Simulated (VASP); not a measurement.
Nb, 1 atom in the cell. Symmetry: Pm-3m, No. 221, cubic system. Conventional cell: a = 2.711 Å, b = 2.711 Å, c = 2.711 Å, α = 90.00°, β = 90.00°, γ = 90.00°. Within 3.6 Å of Nb (site symmetry m-3m) lie 6 Nb at 2.71 Å. 

| Item | Value |
| --- | --- |
| Program | VASP 6.6.1 |
| Task | single point |
| Functional | PBE |
| Potentials or basis | VASP PAW PBE potentials, release 64 (Nb_sv) |
| Cutoff | 520 eV |
| k mesh | 12 × 12 × 12 |
| Occupations | fermi-dirac, width 0.136057 eV |
| Spin | no spin polarisation |
| Dipole correction | no |
| Further INCAR settings | ALGO = Normal; EDIFF = 1e-06; NBANDS = 12 |

Potentials or basis: VASP PAW PBE potentials, release 64 (Nb_sv).

Launch:

```sh
$ cat potpaw_PBE.64/Nb_sv/POTCAR > POTCAR
$ mpirun -np 1 vasp_std > vasp.out
```

Hardware: 1 thread of AMD EPYC 7R13 (shared host).

Question: Estimate the wall time of this run.

Answer: It took 25 s on 1 thread of AMD EPYC 7R13, on a shared host, peak memory 0.11 GiB. Counts: scf iterations 12, k points 84.
